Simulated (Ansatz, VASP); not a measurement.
Two plane-wave programs on Rh

```
CELL_PARAMETERS angstrom
0.00000 1.92057 1.90155
1.90155 0.00000 1.90155
1.90155 1.92057 0.00000
ATOMIC_POSITIONS crystal
Rh 0.00000 0.00000 0.00000
```

Change from the starting cell: strain +0.0100 x Voigt [0, 1, 0, 0, 0, 0], atoms carried along.

Alike in both runs: task single point; functional PBEsol; k mesh 22 × 22 × 22; occupations gaussian, width 0.15 eV; no spin polarisation.

```csv
,VASP,Ansatz
version,VASP 6.6.1,Ansatz 0.2.0
potentials or method,"VASP PAW PBE potentials, release 64 (Rh_pv), cutoff 520 eV","scalar-relativistic, plane waves, PAW"
valence electrons in the cell,15,17
```

```csv
,VASP,Ansatz,Ansatz less VASP
gap on the k mesh at the Fermi level (eV),none,none,-
pressure (GPa),-7.8,-7.7,+0.14
"traceless stress, the component that is largest in VASP (GPa)",-1.60,-1.61,-0.005
```

VASP's potentials were made for PBE, not for PBEsol. A gap of «none» marks a metal or a gap that the smearing closes. VASP's potentials hold 15 valence electrons a cell and Ansatz's 17, so a difference there can come from the potentials and not from the codes.
